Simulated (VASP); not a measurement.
# LiCl (Pm-3m) in VASP: notebook

The runs below take LiCl through single point, with r2SCAN, PBE.

Program: VASP 6.6.1. These are calculated values, not measurements. Logs are shortened: lines on timing, memory, paths and dates and some standing lists are left out, and cuts for length are marked.

**1. The cell of the first run**

The structure is cubic, space group Pm-3m (No. 221). The conventional cell has a = 3.204 Å, b = 3.204 Å, c = 3.204 Å, α = 90.00°, β = 90.00°, γ = 90.00°. Within 3.7 Å of Li (site symmetry m-3m) lie 8 Cl at 2.78 Å and 6 Li at 3.20 Å. Within 3.7 Å of Cl (site symmetry m-3m) lie 8 Li at 2.78 Å and 6 Cl at 3.20 Å.

**2. Single point, r2SCAN (volume changed by -6%)**

The input, POSCAR:

```
LiCl
1.0
    3.2043472148      0.0000000000      0.0000000000
    0.0000000000      3.2043472148      0.0000000000
    0.0000000000      0.0000000000      3.2043472148
Li Cl
1 1
Direct
    0.0000000000      0.0000000000      0.0000000000
    0.5000000000      0.5000000000      0.5000000000
```

The input, INCAR.step1:

```
SYSTEM = LiCl
PREC = Accurate
ENCUT = 520
ISMEAR = 0
SIGMA = 0.01
LREAL = .False.
LASPH = .True.
NELM = 60
NBANDS = 12
GGA = PE
ALGO = Normal
EDIFF = 1E-4
LWAVE = .True.
LCHARG = .False.
```

The input, INCAR.step2:

```
SYSTEM = LiCl
PREC = Accurate
ENCUT = 520
EDIFF = 1E-7
ISMEAR = 0
SIGMA = 0.01
LREAL = .False.
LASPH = .True.
NELM = 60
ALGO = Normal
ISIF = 2
LWAVE = .False.
LCHARG = .False.
METAGGA = R2SCAN
LMIXTAU = .True.
NBANDS = 12
ISTART = 1
```

The input, KPOINTS:

```
regular mesh
0
Gamma
  6 6 6
  0 0 0
```

Potentials or basis: VASP PAW PBE potentials, release 64 (Li_sv, Cl).

Launch:

```
$ cat potpaw_PBE.64/Li_sv/POTCAR potpaw_PBE.64/Cl/POTCAR > POTCAR
$ cp INCAR.step1 INCAR
$ mpirun -np 1 vasp_std > vasp.out
$ cp INCAR.step2 INCAR
$ mpirun -np 1 vasp_std > vasp.out
```

OUTCAR:

```text
SYSTEM = LiCl
   PREC = Accurate
   ENCUT = 520
   EDIFF = 1E-7
   ISMEAR = 0
   LREAL = .False.
   LASPH = .True.
   NELM = 60
   ISIF = 2
   METAGGA = R2SCAN
   ISTART = 1

 ion  position               nearest neighbor table
   1  0.000  0.000  0.000-
   2  0.500  0.500  0.500-

  LATTYP: Found a simple cubic cell.
 ALAT       =     3.2043472148

  Lattice vectors:

 A1 = (   3.2043472148,   0.0000000000,   0.0000000000)
 A2 = (   0.0000000000,   3.2043472148,   0.0000000000)
 A3 = (   0.0000000000,   0.0000000000,   3.2043472148)

Analysis of symmetry for initial positions (statically):
=====================================================================
 Subroutine PRICEL returns:
 Original cell was already a primitive cell.

 Routine SETGRP: Setting up the symmetry group for a
 simple cubic supercell.

 Subroutine GETGRP returns: Found 48 space group operations
 (whereof 48 operations were pure point group operations)
 out of a pool of 48 trial point group operations.

The static configuration has the point symmetry O_h .

Analysis of symmetry for dynamics (positions and initial velocities):
=====================================================================
 Subroutine PRICEL returns:
 Original cell was already a primitive cell.

 Routine SETGRP: Setting up the symmetry group for a
 simple cubic supercell.

 Subroutine GETGRP returns: Found 48 space group operations
 (whereof 48 operations were pure point group operations)
 out of a pool of 48 trial point group operations.

The dynamic configuration has the point symmetry O_h .

 Subroutine INISYM returns: Found 48 space group operations
 (whereof 48 operations are pure point group operations),
 and found     1 'primitive' translations

----------------------------------------------------------------------------------------

                                     Primitive cell

  volume of cell :      32.9017

  direct lattice vectors                    reciprocal lattice vectors
     3.204347215  0.000000000  0.000000000     0.312076043  0.000000000  0.000000000
     0.000000000  3.204347215  0.000000000     0.000000000  0.312076043  0.000000000
     0.000000000  0.000000000  3.204347215     0.000000000  0.000000000  0.312076043

  length of vectors
     3.204347215  3.204347215  3.204347215     0.312076043  0.312076043  0.312076043

  position of ions in fractional coordinates (direct lattice)
     0.000000000  0.000000000  0.000000000
     0.500000000  0.500000000  0.500000000

  ion indices of the primitive-cell ions
   primitive index   ion index
                 1           1
                 2           2

----------------------------------------------------------------------------------------

 KPOINTS: regular mesh

Automatic generation of k-mesh.
 Grid dimensions read from file:
 generate k-points for:    6    6    6

 Generating k-lattice:

  Cartesian coordinates                     Fractional coordinates (reciprocal lattice)
     0.052012674  0.000000000  0.000000000     0.166666667  0.000000000  0.000000000
     0.000000000  0.052012674  0.000000000     0.000000000  0.166666667  0.000000000
     0.000000000  0.000000000  0.052012674     0.000000000  0.000000000  0.166666667

  Length of vectors
     0.052012674  0.052012674  0.052012674

  Shift w.r.t. Gamma in fractional coordinates (k-lattice)
     0.000000000  0.000000000  0.000000000

 Subroutine IBZKPT returns following result:
 ===========================================

 Found     20 irreducible k-points:

 Following reciprocal coordinates:
            Coordinates               Weight
  0.000000  0.000000  0.000000      1.000000
  0.166667  0.000000  0.000000      6.000000
  0.333333  0.000000  0.000000      6.000000
  0.500000  0.000000  0.000000      3.000000
  0.166667  0.166667  0.000000     12.000000
  0.333333  0.166667  0.000000     24.000000
[... 12 lines left out ...]
  0.500000  0.500000  0.333333      6.000000
  0.500000  0.500000  0.500000      1.000000
   k-points           NKPTS =     20   k-points in BZ     NKDIM =     20   number of bands    NBANDS=     12
   number of dos      NEDOS =    301   number of ions     NIONS =      2
   total plane-waves  NPLWV =  13824
   dimension x,y,z NGX =    24 NGY =   24 NGZ =   24
   dimension x,y,z NGXF=    48 NGYF=   48 NGZF=   48
   ions per type =               1   1
   NGX,Y,Z   is equivalent  to a cutoff of  12.45, 12.45, 12.45 a.u.
   NGXF,Y,Z  is equivalent  to a cutoff of  24.90, 24.90, 24.90 a.u.
 SYSTEM =  LiCl
   PREC   = accura    normal or accurate (medium, high low for compatibility)
   ISTART =      1    job   : 0-new  1-cont  2-samecut
   ICHARG =      0    charge: 1-file 2-atom 10-const
   ISPIN  =      1    spin polarized calculation?
   LNONCOLLINEAR =      F non collinear calculations
   LSORBIT =      F    spin-orbit coupling
   LASPH  =      T    aspherical Exc in radial PAW
   ENCUT  =  520.0 eV  38.22 Ry    6.18 a.u.   5.96  5.96  5.96*2*pi/ulx,y,z
   NELM   =     60;   NELMIN=  2; NELMDL=  0     # of ELM steps
   EDIFF  = 0.1E-06   stopping-criterion for ELM
   LREAL  =      F    real-space projection
   EDIFFG = 0.1E-05   stopping-criterion for IOM
   NSW    =      0    number of steps for IOM
   IBRION =     -1    ionic relax: 0-MD 1-quasi-New 2-CG
   NFREE  =      0    steps in history (QN), initial steepest desc. (CG)
   ISIF   =      2    stress and relaxation
   ISYM   =      2    0-nonsym 1-usesym 2-fastsym
   POTIM  = 0.5000    time-step for ionic-motion
   TEBEG  =    0.0;   TEEND  =   0.0 temperature during run
   PSTRESS=    0.0 pullay stress
   NELECT =      10.0000    total number of electrons
   NUPDOWN=      -1.0000    fix difference up-down
   EMIN   =  10.00;   EMAX   =-10.00  energy-range for DOS
   EFERMI =   0.00;   METHOD = LEGACY
   ISMEAR =     0;   SIGMA  =   0.01  broadening in eV -4-tet -1-fermi 0-gaus
   EFERMI_NEDOS =   21; number of points for ismear=-14 and -15
   IALGO  =     38    algorithm
   IMIX   =      4    mixing-type and parameters
     AMIX     =   0.40;   BMIX     =  1.00
     AMIX_MAG =   1.60;   BMIX_MAG =  1.00
  volume/ion in A,a.u.               =      16.45       111.02
  Fermi-wavevector in a.u.,A,eV,Ry     =   1.100699  2.080020 16.483981  1.211538
  Thomas-Fermi vector in A             =   2.237114
   LORBIT       =      0    0 simple, 1 ext, 2 COOP (PROOUT), +10 PAW based schemes
   METAGGA = R2SCAN    functional components
   LHFCALC =     F    Hartree Fock is set to
   AEXX    =    0.0000 exact exchange contribution
   IVDW    =     0    specifies the selected vdW correction
   LEPSILON=     F    determine dielectric tensor
   LRPA    =     F    only Hartree local field effects (RPA)
 non-spin polarized calculation
 Gauss-broadening in eV      SIGMA  =   0.01
  energy-cutoff  :      520.00
  volume of cell :       32.90
 maximum number of plane-waves:       912
 NGX is ok and might be reduce to    24
   NGX = 11   NGY = 11   NGZ = 11

 number of electron       9.9999987 magnetization

 Free energy of the ion-electron system (eV)
  ---------------------------------------------------
  ext. energy  EPLUGINS =         0.00000000
  ---------------------------------------------------
  free energy    TOTEN  =       -11.95260520 eV

  energy without entropy =      -11.95260520  energy(sigma->0) =      -11.95260520

 E-fermi :   2.0016     XC(G=0):  -9.2964

 val. band max:        1.7786000747   @ k =   0.5000   0.5000   0.0000
 cond. band min:       7.4132548712   @ k =   0.5000   0.5000   0.5000
 fundamental gap:      5.6346547965
 Fermi energy:         2.0015863482

 k-point     1 :       0.0000    0.0000    0.0000
  band No.  band energies     occupation
      1     -44.8902      2.00000
      2     -13.4057      2.00000
      3       0.8341      2.00000
      4       0.8341      2.00000
      5       0.8341      2.00000
      6       7.4482      0.00000
      7      11.0323      0.00000
      8      11.0323      0.00000
      9      16.6891      0.00000
     10      16.6891      0.00000
     11      16.6891      0.00000
     12      19.8012      0.00000

 k-point     2 :       0.1667    0.0000    0.0000
  band No.  band energies     occupation
      1     -44.8894      2.00000
      2     -13.2686      2.00000
      3      -0.2570      2.00000
      4       0.9586      2.00000
      5       0.9586      2.00000
      6       7.9861      0.00000
      7      11.3765      0.00000
      8      11.9096      0.00000
      9      15.3405      0.00000
     10      15.3405      0.00000
     11      16.8013      0.00000
     12      20.0076      0.00000

 k-point     3 :       0.3333    0.0000    0.0000
  band No.  band energies     occupation
      1     -44.8876      2.00000
      2     -12.9690      2.00000
      3      -1.9032      2.00000
      4       1.2270      2.00000
      5       1.2270      2.00000
      6       8.4438      0.00000
      7      12.2978      0.00000
      8      12.8687      0.00000
      9      13.5774      0.00000
     10      13.5774      0.00000
     11      18.8871      0.00000
     12      18.9790      0.00000
[... 226 lines left out ...]
 k-point    19 :       0.5000    0.5000    0.3333
  band No.  band energies     occupation
      1     -44.8818      2.00000
      2     -11.7945      2.00000
      3      -1.3083      2.00000
      4      -1.3083      2.00000
      5      -0.4304      2.00000
      6       7.4745      0.00000
      7       8.3576      0.00000
      8       8.3576      0.00000
      9      15.9901      0.00000
     10      18.8552      0.00000
     11      21.1586      0.00000
     12      21.1586      0.00000

 k-point    20 :       0.5000    0.5000    0.5000
  band No.  band energies     occupation
      1     -44.8812      2.00000
      2     -11.6475      2.00000
      3      -1.0353      2.00000
      4      -1.0353      2.00000
      5      -1.0353      2.00000
      6       7.4133      0.00000
      7       7.4133      0.00000
      8       7.4133      0.00000
      9      15.7561      0.00000
     10      22.5557      0.00000
     11      22.5557      0.00000
     12      22.5557      0.00000

------------------------ aborting loop because EDIFF is reached ----------------------------------------

  FORCE on cell =-STRESS in cart. coord.  units (eV):
  Direction    XX          YY          ZZ          XY          YZ          ZX
  --------------------------------------------------------------------------------------
  -------------------------------------------------------------------------------------
  Total        0.3715692      0.3715692      0.3715692      0.0000000      0.0000000      0.0000000
  in kB       18.0938729     18.0938729     18.0938729      0.0000000      0.0000000      0.0000000
  external PRESSURE =      18.0938729 kB  Pullay stress =       0.0000000 kB

 VOLUME and BASIS-vectors are now :
 -----------------------------------------------------------------------------
  energy-cutoff  :      520.00
  volume of cell :       32.90
      direct lattice vectors                 reciprocal lattice vectors
     3.204347215  0.000000000  0.000000000     0.312076043  0.000000000  0.000000000
     0.000000000  3.204347215  0.000000000     0.000000000  0.312076043  0.000000000
     0.000000000  0.000000000  3.204347215     0.000000000  0.000000000  0.312076043

 POSITION                                       TOTAL-FORCE (eV/Angst)
 -----------------------------------------------------------------------------------
      0.00000      0.00000      0.00000         0.000000      0.000000      0.000000
      1.60217      1.60217      1.60217         0.000000      0.000000      0.000000
 -----------------------------------------------------------------------------------
    total drift:                                0.000000     -0.000000     -0.000000

  FREE ENERGIE OF THE ION-ELECTRON SYSTEM (eV)
  ---------------------------------------------------
  free  energy   TOTEN  =       -11.9526051962 eV

  energy  without entropy=      -11.9526051962  energy(sigma->0) =      -11.95260520
```

Wall time 40 s (1 thread of Intel Xeon 6975P-C, shared host); peak memory 0.14 GiB.

What came out:

```
Free energy            : -11.9526 eV
Band gap on the k mesh : 5.63 eV, indirect (least direct gap 5.87 eV)
```

Levels at points of the mesh, in eV from the valence-band top:
| k point | band 1 | band 2 | band 3 | band 4 | band 5 | band 6 | band 7 | band 8 | band 9 | band 10 |
| --- | --- | --- | --- | --- | --- | --- | --- | --- | --- | --- |
| (0.00, 0.00, 0.00) | -46.67 | -15.18 | -0.94 | -0.94 | -0.94 | 5.67 | 9.25 | 9.25 | 14.91 | 14.91 |
| (0.50, 0.00, 0.00) | -46.67 | -14.58 | -4.38 | -0.41 | -0.41 | 6.79 | 11.09 | 11.09 | 11.15 | 11.25 |
| (0.50, 0.50, 0.00) | -46.66 | -13.97 | -3.75 | -3.75 | 0.00 | 5.87 | 11.13 | 11.13 | 11.60 | 14.12 |
| (0.50, 0.50, 0.50) | -46.66 | -13.43 | -2.81 | -2.81 | -2.81 | 5.63 | 5.63 | 5.63 | 13.98 | 20.78 |

Caveat: the cutoff is under 1.25 times the usual one of these potentials, so pressure, stress and relaxed cells hold a basis-set (Pulay) error; the PAW data sets were made with another functional, which shifts forces and pressure a little. A k mesh can miss the band edges.

**3. Single point, r2SCAN (volume changed by -3%)**

The input, POSCAR:

```
LiCl
1.0
    3.2380796644      0.0000000000      0.0000000000
    0.0000000000      3.2380796644      0.0000000000
    0.0000000000      0.0000000000      3.2380796644
Li Cl
1 1
Direct
    0.0000000000      0.0000000000      0.0000000000
    0.5000000000      0.5000000000      0.5000000000
```

The input, INCAR.step1:

```
  PREC = Accurate
  ENCUT = 520
  ISMEAR = 0
  SIGMA = 0.01
  LREAL = F
  LASPH = T
  NELM = 100
  NBANDS = 12
  GGA = PE
  ALGO = Normal
  EDIFF = 1E-4
  LWAVE = T
  LCHARG = F
```

The input, INCAR.step2:

```
  PREC = Accurate
  ENCUT = 520
  EDIFF = 1E-6
  ISMEAR = 0
  SIGMA = 0.01
  LREAL = F
  LASPH = T
  NELM = 100
  ALGO = Normal
  ISIF = 2
  LWAVE = F
  LCHARG = F
  METAGGA = R2SCAN
  LMIXTAU = T
  NBANDS = 12
  ISTART = 1
```

The input, KPOINTS:

```
Automatic mesh
0
Gamma
  6 6 6
```

Potentials or basis: VASP PAW PBE potentials, release 64 (Li_sv, Cl).

Launch:

```
$ cat potpaw_PBE.64/Li_sv/POTCAR potpaw_PBE.64/Cl/POTCAR > POTCAR
$ cp INCAR.step1 INCAR
$ mpirun -np 1 vasp_std > vasp.out
$ cp INCAR.step2 INCAR
$ mpirun -np 1 vasp_std > vasp.out
```

Wall time 33 s (1 thread of Intel Xeon 6975P-C, shared host); peak memory 0.14 GiB.

It converged, with:

- Free energy: -11.9607 eV
- Band gap on the k mesh: 5.53 eV, indirect (least direct gap 5.93 eV)

Levels at points of the mesh, in eV from the valence-band top:
```
           k point  band 3  band 4  band 5  band 6  band 7  band 8
(0.00, 0.00, 0.00)   -0.89   -0.89   -0.89    5.53    9.32    9.32
(0.50, 0.00, 0.00)   -4.18   -0.38   -0.38    6.73   10.91   11.07
(0.50, 0.50, 0.00)   -3.57   -3.57    0.00    5.93   10.97   10.97
(0.50, 0.50, 0.50)   -2.68   -2.68   -2.68    5.73    5.73    5.73
```

Caveat: the cutoff is under 1.25 times the usual one of these potentials, so pressure, stress and relaxed cells hold a basis-set (Pulay) error; the PAW data sets were made with another functional, which shifts forces and pressure a little. A k mesh can miss the band edges.

(Continued in part 2 of 2.)
